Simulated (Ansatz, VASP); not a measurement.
# CuSn3 in VASP and in Ansatz

```xyz
4
Lattice="-2.2861 2.2861 4.6759 2.2861 -2.2861 4.6759 2.2861 2.2861 -4.6759" Properties=species:S:1:pos:R:3 pbc="T T T"
Sn    0.0000    0.0000    4.6759
Sn    2.2861    0.0000    2.3379
Sn    0.0000    2.2861    2.3379
Cu    0.0000    0.0000    0.0000
```

Change from the starting cell: strain_z_fixed_volume = -0.04.

Alike in both runs: task single point; functional PBEsol; k mesh 8 × 8 × 8; occupations fermi-dirac, width 0.05 eV; no spin polarisation.

|  | VASP | Ansatz |
| --- | --- | --- |
| version | VASP 6.6.1 | Ansatz 0.2.0 |
| potentials or method | VASP PAW PBE potentials, release 64 (Sn_d, Cu), cutoff 520 eV | all-electron LAPW, scalar-relativistic |

```csv
,VASP,Ansatz,Ansatz less VASP
gap on the k mesh at the Fermi level (eV),none,none,-
pressure (GPa),-4.1,-4.1,+0.01
"traceless stress, the component that is largest in VASP (GPa)",0.20,0.20,+0.002
```

VASP's potentials were made for PBE, not for PBEsol. A gap of «none» marks a metal or a gap that the smearing closes. Ansatz ran all-electron here, and VASP with PAW potentials.
